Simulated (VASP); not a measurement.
Si2Mo:

```
Si Mo
1.0
     4.61304    0.00000    0.00000
    -2.30652    3.99501    0.00000
     0.00000    0.00000    6.60957
Si Mo
6 3
Cartesian
  -1.1719 3.3399 5.5080
  1.1346 0.6551 1.1016
  2.3065 2.6848 3.3048
  3.4784 0.6551 5.5080
  1.1719 3.3399 1.1016
  0.0000 1.3102 3.3048
  2.3065 0.0000 3.3048
  -1.1533 1.9975 1.1016
  1.1533 1.9975 5.5080
```

| Property | Result |
| --- | --- |
| Program | VASP 6.6.1 |
| Task | relaxation of cell and atoms |
| Functional | PBEsol |
| Potentials or basis | VASP PAW PBE potentials, release 64 (Si, Mo_sv) |
| Cutoff | 600 eV |
| k mesh | 6 × 6 × 4 |
| Occupations | fermi-dirac, width 0.02 eV |
| Spin | no spin polarisation |

At the start: pressure -4.6 GPa; volume 13.53 Å³/atom.

Problem. How do energy, volume and symmetry change on relaxing?

Solution. Over 6 steps the energy falls by 4.3 meV/atom and the volume is 13.24 Å³/atom (-2.2 %); space group P6_222 (No. 180, to 0.05 Å).

The path:
```tsv
step	energy change (eV)	largest force (eV/Å)	pressure (GPa)	volume (Å³)
1	0.0000	0.0296	-4.58	121.81
2	0.0645	0.0173	8.35	115.11
3	-0.0383	0.0128	0.00	119.21
4	-0.0385	0.0057	-0.04	119.20
5	-0.0385	0.0055	-0.04	119.20
6	-0.0386	0.0017	0.03	119.16
```

Final structure:
```yaml
crystal:
  lattice:
    - [4.57635, 0.00000, 0.00000]
    - [-2.28817, 3.96324, 0.00000]
    - [0.00000, 0.00000, 6.56981]
  atoms:
    - { symbol: Si, position: [0.16414, 0.83586, 0.83333] }
    - { symbol: Si, position: [0.32828, 0.16414, 0.16667] }
    - { symbol: Si, position: [0.83586, 0.67172, 0.50000] }
    - { symbol: Si, position: [0.83586, 0.16414, 0.83333] }
    - { symbol: Si, position: [0.67172, 0.83586, 0.16667] }
    - { symbol: Si, position: [0.16414, 0.32828, 0.50000] }
    - { symbol: Mo, position: [0.50000, 0.00000, 0.50000] }
    - { symbol: Mo, position: [0.00000, 0.50000, 0.16667] }
    - { symbol: Mo, position: [0.50000, 0.50000, 0.83333] }
```

Caveat: the PAW data sets were made with another functional, which shifts forces and pressure a little.
